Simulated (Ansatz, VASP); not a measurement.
# CO2 in VASP and in Ansatz

```
CELL_PARAMETERS angstrom
10.99467 0.00000 0.00000
0.00000 3.76682 0.00000
0.00000 0.00000 5.58326
ATOMIC_POSITIONS crystal
C 0.62747 0.06212 0.10273
C 0.37253 0.93788 0.60273
C 0.87253 0.56212 0.60273
C 0.12747 0.43788 0.10273
O 0.54224 0.21234 0.02875
O 0.45776 0.78766 0.52875
O 0.95776 0.71234 0.52875
O 0.04224 0.28766 0.02875
O 0.71278 0.91217 0.17652
O 0.28722 0.08783 0.67652
O 0.78722 0.41217 0.67652
O 0.21278 0.58783 0.17652
```

Alike in both runs: functional PBE; k mesh 3 × 7 × 5; occupations fermi-dirac, width 0.01 eV; no spin polarisation.

Ansatz relaxed the structure, and its values are those at the end. VASP's run is a single point on that final structure, the one shown.

|  | VASP | Ansatz |
| --- | --- | --- |
| version | VASP 6.6.1 | Ansatz 0.2.0 |
| potentials or method | VASP PAW PBE potentials, release 64 (C, O) | plane-wave PAW, scalar-relativistic |
| plane-wave cutoff (eV) | 520 | 420 |
| valence electrons in the cell | 64 | 64 |

```tsv
	VASP	Ansatz	Ansatz less VASP
gap on the k mesh at the Fermi level (eV)	6.53	6.54	+0.013
pressure (GPa)	1.3	0.1	-1.15
rms of the force components (eV/Å)	0.295	0.003	-0.2920
```

One of these differences is far larger than is usual between the two programs; its cause wasn't traced. Ansatz's warnings: stress scf threshold loose.

Noted on VASP's run: the standard files for N, O and F lose accuracy on very short bonds.
